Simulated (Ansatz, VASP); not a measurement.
LiF: VASP beside Ansatz

File INCAR:

```
SYSTEM = LiF
PREC = Accurate ; ENCUT = 520
EDIFF = 1E-6 ; ISMEAR = 0
SIGMA = 0.05 ; LREAL = .False.
LASPH = .True. ; NELM = 80
ALGO = Normal ; ISIF = 2
LWAVE = .False. ; LCHARG = .False.
NBANDS = 12
```

KPOINTS

```
Automatic mesh
0
Gamma
  10 10 10
  0 0 0
```

The input POSCAR:

```
LiF
1.0
    0.0000000000      2.0643500000      2.0643500000
    2.0643500000      0.0000000000      2.0643500000
    2.0643500000      2.0643500000      0.0000000000
Li F
1 1
Direct
    0.0000000000      0.0000000000      0.0000000000
    0.5000000000      0.5000000000      0.5000000000
```

Input for Ansatz:

```yaml
crystal:
  lattice:
    - [0.0, 2.06435, 2.06435]
    - [2.06435, 0.0, 2.06435]
    - [2.06435, 2.06435, 0.0]
  atoms:
    - { symbol: Li, position: [0.0, 0.0, 0.0] }
    - { symbol: F, position: [0.5, 0.5, 0.5] }
basis:
  ecutwfc: 420
kpoints:
  mp_grid: { grid: [10, 10, 10] }
hamiltonian:
  xc: lda
scf:
  occupations: { method: gaussian, width: 0.05 }
output:
  forces: true
  stress: true
  eigenvalues: true
```

Change from the starting cell: strain +0.025 along x and y, +0.025 along z, atoms carried along.

Alike in both runs: task single point; functional LDA; k mesh 10 × 10 × 10; occupations gaussian, width 0.05 eV; no spin polarisation.

|  | VASP | Ansatz |
| --- | --- | --- |
| version | VASP 6.6.1 | Ansatz 0.2.0 |
| potentials or method | VASP PAW LDA potentials, release 64 (Li_sv, F), cutoff 520 eV | scalar-relativistic, plane waves, PAW |
| valence electrons in the cell | 10 | 10 |

|  | VASP | Ansatz | Ansatz less VASP |
| --- | --- | --- | --- |
| gap on the k mesh at the Fermi level (eV) | 8.20 | 8.21 | +0.008 |
| least direct gap on the mesh (eV) | 8.20 | 8.21 | +0.008 |

LDA's correlation is that of Perdew and Zunger in VASP and of Perdew and Wang (1992) in Ansatz.

Noted on VASP's run: the cutoff is short for stress, so the pressure is rough.
